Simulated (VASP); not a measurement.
Here is a VASP 6.6.1 calculation.

POSCAR

```
FeSi
1.0
    4.4030528965      0.0000000000      0.0000000000
    0.0000000000      4.4030528965      0.0000000000
    0.0000000000      0.0000000000      4.4030528965
Fe Si
4 4
Direct
    0.1366600333      0.1366600333      0.1366600333
    0.3633399667      0.8633399667      0.6366600333
    0.6366600333      0.3633399667      0.8633399667
    0.8633399667      0.6366600333      0.3633399667
    0.8411319742      0.8411319742      0.8411319742
    0.6588680258      0.1588680258      0.3411319742
    0.3411319742      0.6588680258      0.1588680258
    0.1588680258      0.3411319742      0.6588680258
```

Contents of INCAR.step1:

```
SYSTEM = FeSi
PREC     = Accurate       ! precision mode
ENCUT    = 520            ! plane-wave cutoff, eV
ISMEAR   = 0              ! smearing method
SIGMA    = 0.01           ! smearing width, eV
LREAL    = .FALSE.        ! projectors in reciprocal space
LASPH    = .TRUE.         ! aspherical terms in the spheres
NELM     = 100            ! most SCF steps
NBANDS   = 34             ! bands
GGA      = PE             ! functional
ALGO     = Normal         ! electronic algorithm
EDIFF    = 1E-4           ! SCF threshold, eV
LWAVE    = .TRUE.         ! write WAVECAR
LCHARG   = .FALSE.        ! write CHGCAR
```

File INCAR.step2:

```
SYSTEM = FeSi
PREC     = Accurate       ! precision mode
ENCUT    = 520            ! plane-wave cutoff, eV
EDIFF    = 1E-7           ! SCF threshold, eV
ISMEAR   = 0              ! smearing method
SIGMA    = 0.01           ! smearing width, eV
LREAL    = .FALSE.        ! projectors in reciprocal space
LASPH    = .TRUE.         ! aspherical terms in the spheres
NELM     = 100            ! most SCF steps
ALGO     = Normal         ! electronic algorithm
ISIF     = 2              ! what is computed and relaxed
LWAVE    = .FALSE.        ! write WAVECAR
LCHARG   = .FALSE.        ! write CHGCAR
METAGGA  = R2SCAN         ! meta-GGA
LMIXTAU  = .TRUE.       
NBANDS   = 34             ! bands
ISTART   = 1
```

KPOINTS

```
regular mesh
0
G
  6 6 6
  0 0 0
```

Potentials or basis: VASP PAW PBE potentials, release 64 (Fe, Si).

Launch:

```bash
$ cat potpaw_PBE.64/Fe/POTCAR potpaw_PBE.64/Si/POTCAR > POTCAR
$ cp INCAR.step1 INCAR
$ mpirun -np 1 vasp_std > vasp.out
$ cp INCAR.step2 INCAR
$ mpirun -np 1 vasp_std > vasp.out
```

(1) What does it give for the largest force?

(2) Estimate the pressure.

(3) Predict the band gap on the k mesh.

Answers

(1) 0.038 eV/Å.

(2) 0.4 GPa.

(3) 0.32 eV (least direct gap 0.35 eV).

Caveat: the PAW data sets were made with another functional, which shifts forces and pressure a little.
